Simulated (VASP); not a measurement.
# C (Fmmm) in VASP: phonons with PBEsol+D3(BJ)

Aim: the phonons of C with PBEsol+D3(BJ).

Program: VASP 6.6.1. These are calculated values, not measurements. Logs are shortened: lines on timing, memory, paths and dates and some standing lists are left out, and cuts for length are marked.

## (1) The cell of the first run

The structure is orthorhombic, space group Fmmm (No. 69). The conventional cell has a = 2.459 Å, b = 4.256 Å, c = 6.646 Å, α = 90.00°, β = 90.00°, γ = 90.00°. Within 1.9 Å of C (site symmetry m2m) lie 3 C at 1.42 Å.

## (2) Phonons, PBEsol+D3(BJ)

INCAR reads:

```
SYSTEM = C
PREC = Accurate ; ENCUT = 520
EDIFF = 1E-8 ; ISMEAR = 0
SIGMA = 0.02 ; LREAL = .False.
LASPH = .True. ; NELM = 60
ALGO = Normal ; ISIF = 2
LWAVE = .False. ; LCHARG = .False.
GGA = PS ; IVDW = 12
IBRION = 6 ; NFREE = 2
POTIM = 0.015 ; NSW = 1
```

KPOINTS reads:

```
Automatic mesh
0
Gamma
  18 18 18
  0 0 0
```

POSCAR reads:

```
C
1.0
    0.0000000000      2.1281656950      3.3228703233
    1.2294724875      0.0000000000      3.3228703233
    1.2294724875      2.1281656950      0.0000000000
C
2
Direct
    0.1666997085      0.8333002915      0.1666997085
    0.8333002915      0.1666997085      0.8333002915
```

Potentials or basis: VASP PAW PBE potentials, release 64 (C).

Run with:

```bash
cat potpaw_PBE.64/C/POTCAR > POTCAR
mpirun -np 1 vasp_std > vasp.out
```

OUTCAR:

```text
SYSTEM = C
   PREC = Accurate
   ENCUT = 520
   EDIFF = 1E-8
   ISMEAR = 0
   LREAL = .False.
   LASPH = .True.
   NELM = 60
   ISIF = 2
   GGA = PS
   IVDW = 12
   IBRION = 6
   NFREE = 2
   POTIM = 0.015
   NSW = 1
 IVDW          = 12

 ion  position               nearest neighbor table
   1  0.167  0.833  0.167-   2 1.42   2 1.42   2 1.42
   2  0.833  0.167  0.833-   1 1.42   1 1.42   1 1.42

  LATTYP: Found a face centered orthorhombic cell.
 ALAT       =     2.4589449750
 B/A-ratio  =     1.7309583717
 C/A-ratio  =     2.7026796916

  Lattice vectors:

 A1 = (   0.0000000000,   2.1281656950,   3.3228703233)
 A2 = (   1.2294724875,   0.0000000000,   3.3228703233)
 A3 = (   1.2294724875,   2.1281656950,   0.0000000000)

Analysis of symmetry for initial positions (statically):
=====================================================================
 Subroutine PRICEL returns:
 Original cell was already a primitive cell.

 Routine SETGRP: Setting up the symmetry group for a
 face centered orthorhombic supercell.

 Subroutine GETGRP returns: Found  8 space group operations
 (whereof  8 operations were pure point group operations)
 out of a pool of  8 trial point group operations.

The static configuration has the point symmetry D_2h.

Analysis of symmetry for dynamics (positions and initial velocities):
=====================================================================
 Subroutine PRICEL returns:
 Original cell was already a primitive cell.

 Routine SETGRP: Setting up the symmetry group for a
 face centered orthorhombic supercell.

 Subroutine GETGRP returns: Found  8 space group operations
 (whereof  8 operations were pure point group operations)
 out of a pool of  8 trial point group operations.

The dynamic configuration has the point symmetry D_2h.

 Subroutine INISYM returns: Found  8 space group operations
 (whereof  8 operations are pure point group operations),
 and found     1 'primitive' translations

----------------------------------------------------------------------------------------

                                     Primitive cell

  volume of cell :      17.3887

  direct lattice vectors                    reciprocal lattice vectors
     0.000000000  2.128165695  3.322870323    -0.406678478  0.234944112  0.150472318
     1.229472488  0.000000000  3.322870323     0.406678478 -0.234944112  0.150472318
     1.229472488  2.128165695  0.000000000     0.406678478  0.234944112 -0.150472318

  length of vectors
     3.945954436  3.543031157  2.457781891     0.493181548  0.493181548  0.493181548

  position of ions in fractional coordinates (direct lattice)
     0.166699708  0.833300292  0.166699708
     0.833300292  0.166699708  0.833300292

  ion indices of the primitive-cell ions
   primitive index   ion index
                 1           1
                 2           2

----------------------------------------------------------------------------------------

 KPOINTS: Automatic mesh

Automatic generation of k-mesh.
 Grid dimensions read from file:
 generate k-points for:   18   18   18

 Generating k-lattice:

  Cartesian coordinates                     Fractional coordinates (reciprocal lattice)
    -0.022593249  0.013052451  0.008359573     0.055555556 -0.000000000  0.000000000
     0.022593249 -0.013052451  0.008359573    -0.000000000  0.055555556  0.000000000
     0.022593249  0.013052451 -0.008359573     0.000000000  0.000000000  0.055555556

  Length of vectors
     0.027398975  0.027398975  0.027398975

  Shift w.r.t. Gamma in fractional coordinates (k-lattice)
     0.000000000  0.000000000  0.000000000

 Subroutine IBZKPT returns following result:
 ===========================================

 Found    865 irreducible k-points:

 Following reciprocal coordinates:
            Coordinates               Weight
  0.000000  0.000000  0.000000      1.000000
  0.055556  0.000000 -0.000000      8.000000
  0.111111  0.000000 -0.000000      8.000000
  0.166667  0.000000  0.000000      8.000000
  0.222222  0.000000  0.000000      8.000000
  0.277778  0.000000  0.000000      8.000000
[... 16 lines left out ...]
 -0.277778  0.055556  0.000000      8.000000
 -0.222222  0.055556 -0.000000      8.000000
 [... further k-points ...]
   k-points           NKPTS =    865   k-points in BZ     NKDIM =    865   number of bands    NBANDS=      8
   number of dos      NEDOS =    301   number of ions     NIONS =      2
   total plane-waves  NPLWV =  15120
   dimension x,y,z NGX =    30 NGY =   28 NGZ =   18
   dimension x,y,z NGXF=    60 NGYF=   56 NGZF=   36
   ions per type =               2
   NGX,Y,Z   is equivalent  to a cutoff of  12.64, 13.14, 12.18 a.u.
   NGXF,Y,Z  is equivalent  to a cutoff of  25.28, 26.28, 24.35 a.u.
 SYSTEM =  C
   PREC   = accura    normal or accurate (medium, high low for compatibility)
   ISTART =      0    job   : 0-new  1-cont  2-samecut
   ICHARG =      2    charge: 1-file 2-atom 10-const
   ISPIN  =      1    spin polarized calculation?
   LNONCOLLINEAR =      F non collinear calculations
   LSORBIT =      F    spin-orbit coupling
   LASPH  =      T    aspherical Exc in radial PAW
   ENCUT  =  520.0 eV  38.22 Ry    6.18 a.u.   7.34  6.59  4.57*2*pi/ulx,y,z
   NELM   =     60;   NELMIN=  2; NELMDL= -5     # of ELM steps
   EDIFF  = 0.1E-07   stopping-criterion for ELM
   LREAL  =      F    real-space projection
   EDIFFG = 0.1E-06   stopping-criterion for IOM
   NSW    =     61    number of steps for IOM
   IBRION =      6    ionic relax: 0-MD 1-quasi-New 2-CG
   NFREE  =      2    steps in history (QN), initial steepest desc. (CG)
   ISIF   =      2    stress and relaxation
   ISYM   =      2    0-nonsym 1-usesym 2-fastsym
   POTIM  = 0.0150    time-step for ionic-motion
   TEBEG  =    0.0;   TEEND  =   0.0 temperature during run
   PSTRESS=    0.0 pullay stress
   NELECT =       8.0000    total number of electrons
   NUPDOWN=      -1.0000    fix difference up-down
   EMIN   =  10.00;   EMAX   =-10.00  energy-range for DOS
   EFERMI =   0.00;   METHOD = LEGACY
   ISMEAR =     0;   SIGMA  =   0.02  broadening in eV -4-tet -1-fermi 0-gaus
   EFERMI_NEDOS =   21; number of points for ismear=-14 and -15
   IALGO  =     38    algorithm
   IMIX   =      4    mixing-type and parameters
     AMIX     =   0.40;   BMIX     =  1.00
     AMIX_MAG =   1.60;   BMIX_MAG =  1.00
  volume/ion in A,a.u.               =       8.69        58.67
  Fermi-wavevector in a.u.,A,eV,Ry     =   1.263811  2.388257 21.731488  1.597219
  Thomas-Fermi vector in A             =   2.397149
   LORBIT       =      0    0 simple, 1 ext, 2 COOP (PROOUT), +10 PAW based schemes
   GGA     = PS    functional components
   LHFCALC =     F    Hartree Fock is set to
   AEXX    =    0.0000 exact exchange contribution
   IVDW    =    12    specifies the selected vdW correction
   LEPSILON=     F    determine dielectric tensor
   LRPA    =     F    only Hartree local field effects (RPA)
 finite differences with symmetry
 non-spin polarized calculation
 Gauss-broadening in eV      SIGMA  =   0.02
  energy-cutoff  :      520.00
  volume of cell :       17.39
 maximum number of plane-waves:       483
 NGX is ok and might be reduce to    30
   NGX = 15   NGY = 13   NGZ =  9

--------------------------------------- Ionic step        1  -------------------------------------------

 number of electron       8.0000000 magnetization

 Free energy of the ion-electron system (eV)
  ---------------------------------------------------
  ext. energy  EPLUGINS =         0.00000000
  ---------------------------------------------------
  free energy    TOTEN  =       -19.27971265 eV

  energy without entropy =      -19.27971247  energy(sigma->0) =      -19.27971256

------------------------ aborting loop because EDIFF is reached ----------------------------------------

 Edisp (eV)   -0.22258

 E8    (eV) :    -0.1082

  FORCE on cell =-STRESS in cart. coord.  units (eV):
  Direction    XX          YY          ZZ          XY          YZ          ZX
  --------------------------------------------------------------------------------------
  -------------------------------------------------------------------------------------
  Total       0.11594     0.11547    -0.00657     0.00000     0.00000     0.00000
  in kB      10.68244    10.63938    -0.60569     0.00000     0.00000     0.00000
  external pressure =        6.91 kB  Pullay stress =        0.00 kB
[... 221 lines left out ...]
  energy  without entropy=      -19.5004361345  energy(sigma->0) =      -19.50043620

--------------------------------------- Ionic step        7  -------------------------------------------

 number of electron       8.0000000 magnetization

 Free energy of the ion-electron system (eV)
  ---------------------------------------------------
  ext. energy  EPLUGINS =         0.00000000
  ---------------------------------------------------
  free energy    TOTEN  =       -19.27785408 eV

  energy without entropy =      -19.27785395  energy(sigma->0) =      -19.27785402

 E-fermi :   4.7322     XC(G=0): -10.6301

 val. band max:        4.6882942464   @ k =  -0.2778   0.0556   0.3333
 cond. band min:       4.7760919714   @ k =  -0.2222   0.1111   0.3333
 fundamental gap:      0.0877977250
 Fermi energy:         4.7321929864

 k-point     1 :       0.0000    0.0000    0.0000
  band No.  band energies     occupation
      1     -14.9571      2.00000
      2      -1.8241      2.00000
      3       1.7717      2.00000
      4       1.7890      2.00000
      5       8.8266      0.00000
      6      13.0997      0.00000
      7      13.1736      0.00000
      8      16.2533      0.00000
[... 243 lines left out ...]
 k-point    24 :      -0.2222    0.0556   -0.0000
  band No.  band energies     occupation
      1     -13.1034      2.00000
      2      -3.3262      2.00000
      3      -0.5363      2.00000
      4       0.0500      2.00000
      5      10.7564      0.00000
      6      11.5423      0.00000
      7      12.8162      0.00000
      8      19.2050      0.00000

 [... further k-points ...]

------------------------ aborting loop because EDIFF is reached ----------------------------------------

 Edisp (eV)   -0.22258

 E8    (eV) :    -0.1082

  FORCE on cell =-STRESS in cart. coord.  units (eV):
  Direction    XX          YY          ZZ          XY          YZ          ZX
  --------------------------------------------------------------------------------------
  -------------------------------------------------------------------------------------
  Total       0.11549     0.11502    -0.01065     0.00000     0.00323     0.00000
  in kB      10.64129    10.59756    -0.98112     0.00000     0.29730     0.00000
  external pressure =        6.75 kB  Pullay stress =        0.00 kB
[... 17 lines left out ...]
  FREE ENERGIE OF THE ION-ELECTRON SYSTEM (eV)
  ---------------------------------------------------
  free  energy   TOTEN  =       -19.5004356839 eV

  energy  without entropy=      -19.5004355587  energy(sigma->0) =      -19.50043562

 INTERNAL STRAIN TENSORS FROM DISPLACED ATOMS
 ============================================

 INTERNAL STRAIN TENSOR FOR ION    1 for displacements in x,y,z  (eV/Angst):
          X           Y           Z          XY          YZ          ZX
  --------------------------------------------------------------------------------
  x     0.00000    -0.00000    -0.00000    12.03283     0.00000     0.00000
  y    12.59127   -12.66672    -0.05240     0.00000     0.00000     0.00000
  z     0.00000     0.00000     0.00000     0.00000    -0.21545     0.00000

 INTERNAL STRAIN TENSOR FOR ION    2 for displacements in x,y,z  (eV/Angst):
          X           Y           Z          XY          YZ          ZX
  --------------------------------------------------------------------------------
  x    -0.00000     0.00000     0.00000   -12.03283     0.00000     0.00000
  y   -12.59127    12.66672     0.05240     0.00000     0.00000     0.00000
  z     0.00000     0.00000     0.00000     0.00000     0.21545     0.00000

 Eigenvectors and eigenvalues of the dynamical matrix
 ----------------------------------------------------

   1 f  =   47.324577 THz   297.349087 2PiTHz 1578.577973 cm-1   195.718636 meV
             X         Y         Z           dx          dy          dz
      1.229472  0.709529  3.322870     0.000000    0.707107    0.000000
      1.229472  3.546802  3.322870     0.000000   -0.707107   -0.000000

   2 f  =   47.060070 THz   295.687140 2PiTHz 1569.754965 cm-1   194.624723 meV
             X         Y         Z           dx          dy          dz
      1.229472  0.709529  3.322870     0.707107   -0.000000    0.000000
      1.229472  3.546802  3.322870    -0.707107    0.000000    0.000000

   3 f  =   25.926300 THz   162.899750 2PiTHz  864.808292 cm-1   107.222515 meV
             X         Y         Z           dx          dy          dz
      1.229472  0.709529  3.322870    -0.000000    0.000000   -0.707107
      1.229472  3.546802  3.322870    -0.000000    0.000000    0.707107

   4 f  =    0.000000 THz     0.000002 2PiTHz    0.000009 cm-1     0.000001 meV
             X         Y         Z           dx          dy          dz
      1.229472  0.709529  3.322870     0.648800   -0.273732    0.064263
      1.229472  3.546802  3.322870     0.648800   -0.273732    0.064263

   5 f/i=    0.000000 THz     0.000002 2PiTHz    0.000013 cm-1     0.000002 meV
             X         Y         Z           dx          dy          dz
      1.229472  0.709529  3.322870    -0.150091   -0.200504    0.661265
      1.229472  3.546802  3.322870    -0.150091   -0.200504    0.661265

   6 f/i=    0.000001 THz     0.000003 2PiTHz    0.000018 cm-1     0.000002 meV
             X         Y         Z           dx          dy          dz
      1.229472  0.709529  3.322870     0.237763    0.620378    0.242073
      1.229472  3.546802  3.322870     0.237763    0.620378    0.242073

 ELASTIC MODULI CONTR FROM IONIC RELAXATION (kBar)
 Direction    XX          YY          ZZ          XY          YZ          ZX
 --------------------------------------------------------------------------------
 XX        -265.4367    267.0273      1.1046     -0.0000     -0.0000      0.0000
 YY         267.0273   -268.6273     -1.1112      0.0000      0.0000      0.0000
 ZZ           1.1046     -1.1112     -0.0046      0.0000      0.0000      0.0000
 XY          -0.0000      0.0000      0.0000   -245.1464     -0.0000      0.0000
 YZ          -0.0000      0.0000      0.0000     -0.0000     -0.2590      0.0000
 ZX           0.0000      0.0000      0.0000      0.0000      0.0000      0.0000
 --------------------------------------------------------------------------------
```

Wall time 6.8 min (1 thread of Intel Xeon 6975P-C (Granite Rapids), shared host); peak memory 0.48 GiB.

What came out:

- Highest phonon frequency at Γ: 1579 cm⁻¹
- Dispersion energy per atom: -0.111 eV

Phonon frequencies in cm⁻¹ (negative: imaginary):
```
              q point          frequencies
(0.000, 0.000, 0.000)  0 0 0 865 1570 1579
```

Caveat: the PAW data sets were made with another functional, which shifts forces and pressure a little.
